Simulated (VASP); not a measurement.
# Re (P6_3/mmc) in VASP: a series of runs, part 2 of 2

VASP 6.6.1. Earlier steps stand in the parts before.

## (4) Electric field gradients, PBE (volume scaled by 0.99)

Contents of INCAR:

```
ALGO = Normal
EDIFF = 1E-8
ENCUT = 520
GGA = PE
ISIF = 2
ISMEAR = -1
LASPH = T
LCHARG = F
LEFG = T
LREAL = F
LWAVE = F
NBANDS = 14
NELM = 80
PREC = Accurate
SIGMA = 0.05
```

Contents of KPOINTS:

```
k-points
0
Gamma
  14 14 8
```

Contents of POSCAR:

```
Re
1.0
    2.5941956526      0.0000000000      0.0000000000
   -1.2970978263      2.2466393375      0.0000000000
    0.0000000000      0.0000000000      4.1480801636
Re
2
Direct
    0.3333333333      0.6666666667      0.2500000000
    0.6666666667      0.3333333333      0.7500000000
```

Potentials or basis: VASP PAW PBE potentials, release 64 (Re).

Started as:

```console
cat potpaw_PBE.64/Re/POTCAR > POTCAR
mpirun -np 1 vasp_std > vasp.out
```

OUTCAR:

```text
EDIFF = 1E-8
   ENCUT = 520
   GGA = PE
   ISIF = 2
   ISMEAR = -1
   LASPH = T
   LREAL = F
   NELM = 80
   PREC = Accurate

 ion  position               nearest neighbor table
   1  0.333  0.667  0.250-   2 2.56   2 2.56   2 2.56   2 2.56   2 2.56   2 2.56
   2  0.667  0.333  0.750-   1 2.56   1 2.56   1 2.56   1 2.56   1 2.56   1 2.56

  LATTYP: Found a hexagonal cell.
 ALAT       =     2.5941956526
 C/A-ratio  =     1.5989850879

  Lattice vectors:

 A1 = (   2.5941956526,   0.0000000000,   0.0000000000)
 A2 = (  -1.2970978263,   2.2466393375,   0.0000000000)
 A3 = (   0.0000000000,   0.0000000000,   4.1480801636)

Analysis of symmetry for initial positions (statically):
=====================================================================
 Subroutine PRICEL returns:
 Original cell was already a primitive cell.

 Routine SETGRP: Setting up the symmetry group for a
 hexagonal supercell.

 Subroutine GETGRP returns: Found 24 space group operations
 (whereof 12 operations were pure point group operations)
 out of a pool of 24 trial point group operations.

The static configuration has the point symmetry D_3d.
 The point group associated with its full space group is D_6h.

Analysis of symmetry for dynamics (positions and initial velocities):
=====================================================================
 Subroutine PRICEL returns:
 Original cell was already a primitive cell.

 Routine SETGRP: Setting up the symmetry group for a
 hexagonal supercell.

 Subroutine GETGRP returns: Found 24 space group operations
[... 169 lines left out ...]
      9      10.5672      0.52496
     10      11.9396      0.00000
     11      14.8459      0.00000
     12      14.8459      0.00000
     13      23.3815      0.00000
     14      24.7865      0.00000
[... 377 lines left out ...]
      1       3.5098      2.00000
      2       5.4369      2.00000
      3       5.4816      2.00000
      4       6.5667      2.00000
      5       7.6643      2.00000
      6       8.1045      2.00000
      7      10.4978      1.17513
      8      14.2749      0.00000
      9      14.9452      0.00000
     10      15.3176      0.00000
     11      18.7718      0.00000
     12      18.9290      0.00000
     13      20.9379      0.00000
     14      27.8971      0.00000

 [... further k-points ...]
[... 5 lines left out ...]
  --------------------------------------------------------------------------------------
  -------------------------------------------------------------------------------------
  Total       18.4897132     18.4897132     19.7601987     -0.0000000      0.0000000      0.0000000
  in kB     1225.3425923   1225.3425922   1309.5396825     -0.0000000      0.0000000      0.0000000
  external PRESSURE =    1253.4082890 kB  Pullay stress =       0.0000000 kB

 VOLUME and BASIS-vectors are now :
 -----------------------------------------------------------------------------
  energy-cutoff  :      520.00
  volume of cell :       24.18
      direct lattice vectors                 reciprocal lattice vectors
     2.594195653  0.000000000  0.000000000     0.385475937  0.222554636  0.000000000
    -1.297097826  2.246639337  0.000000000     0.000000000  0.445109272  0.000000000
     0.000000000  0.000000000  4.148080164     0.000000000  0.000000000  0.241075380

 POSITION                                       TOTAL-FORCE (eV/Angst)
 -----------------------------------------------------------------------------------
     -0.00000      1.49776      1.03702         0.000000      0.000000      0.000000
      1.29710      0.74888      3.11106        -0.000000      0.000000      0.000000
 -----------------------------------------------------------------------------------
    total drift:                                0.000000     -0.000000     -0.000000

  FREE ENERGIE OF THE ION-ELECTRON SYSTEM (eV)
  ---------------------------------------------------
  free  energy   TOTEN  =       -23.0073703592 eV

  energy  without entropy=      -22.9971518593  energy(sigma->0) =      -23.00226111

 Electric field gradients (V/A^2)
---------------------------------------------------------------------
 ion       V_xx      V_yy      V_zz      V_xy      V_xz      V_yz
---------------------------------------------------------------------
   1      53.315    53.315  -106.630     0.000     0.000    -0.000
   2      53.315    53.315  -106.630     0.000    -0.000     0.000
---------------------------------------------------------------------

 Electric field gradients after diagonalization (V/A^2)
 (convention: |V_zz| > |V_xx| > |V_yy|)
----------------------------------------------------------------------
 ion       V_xx      V_yy      V_zz     asymmetry (V_yy - V_xx)/ V_zz
----------------------------------------------------------------------
   1      53.315    53.315  -106.630       0.000
   2      53.315    53.315  -106.630       0.000
----------------------------------------------------------------------

           NMR quadrupolar parameters

 Cq : quadrupolar parameter    Cq=e*Q*V_zz/h
 eta: asymmetry parameters     (V_yy - V_xx)/ V_zz
 Q  : nuclear electric quadrupole moment in mb (millibarn)
----------------------------------------------------------------------
 ion       Cq(MHz)       eta       Q (mb)
----------------------------------------------------------------------
   1      -0.258       0.000       1.000
   2      -0.258       0.000       1.000
----------------------------------------------------------------------
```

OSZICAR:

```text
N       E                     dE             d eps       ncg     rms          rms(c)
DAV:   1     0.239921114505E+02    0.23992E+02   -0.70382E+03  6720   0.131E+03
DAV:   2    -0.232088450897E+02   -0.47201E+02   -0.42286E+02  5514   0.319E+02
DAV:   3    -0.241282123766E+02   -0.91937E+00   -0.90642E+00  5044   0.407E+01
DAV:   4    -0.241366202774E+02   -0.84079E-02   -0.84026E-02  5208   0.253E+00
DAV:   5    -0.241367598228E+02   -0.13955E-03   -0.13953E-03  5060   0.582E-01    0.618E+01
DAV:   6    -0.233792437607E+02    0.75752E+00   -0.26498E-01  5868   0.131E+01    0.323E+01
DAV:   7    -0.230114481269E+02    0.36780E+00   -0.35348E-01  5864   0.145E+01    0.358E-01
DAV:   8    -0.230080507756E+02    0.33974E-02   -0.47331E-03  5528   0.675E-01    0.279E-01
DAV:   9    -0.230073518038E+02    0.69897E-03   -0.56852E-04  5666   0.285E-01    0.419E-02
DAV:  10    -0.230073782522E+02   -0.26448E-04   -0.56266E-05  5594   0.782E-02    0.141E-02
DAV:  11    -0.230073705496E+02    0.77026E-05   -0.13819E-06  5524   0.223E-02    0.283E-03
DAV:  12    -0.230073703577E+02    0.19189E-06   -0.35409E-08  4550   0.437E-03    0.668E-04
DAV:  13    -0.230073703592E+02   -0.15161E-08   -0.48093E-09  2828   0.145E-03
   1 F= -.23007370E+02 E0= -.23002261E+02  d E =-.102185E-01
```

It took 31 s on 1 thread of Intel Xeon Platinum 8259CL at 2.50GHz (Skylake/Cascade Lake), shared host; peak memory 0.16 GiB.

What came out:

* Free energy: -23.0074 eV
* Pressure: 125.3 GPa
* Band gap on the k mesh: zero (band 7 reaches 12.47 eV, above the bottom of band 8 at 8.10 eV)

Stress tensor (GPa, compression positive):
```
122.53   0.00   0.00
  0.00 122.53   0.00
  0.00   0.00 130.95
```

Electric field gradients, principal values (V/Å²):
```tsv
atom	least	middle	greatest (by size)
1 Re	53.315	53.315	-106.630
2 Re	53.315	53.315	-106.630
```

Caveat: without QUAD_EFG the Cq values of the log hold for a quadrupole moment of 1 mb, not for the nuclei; spin-orbit coupling is left out, which moves the levels of the heavy elements.
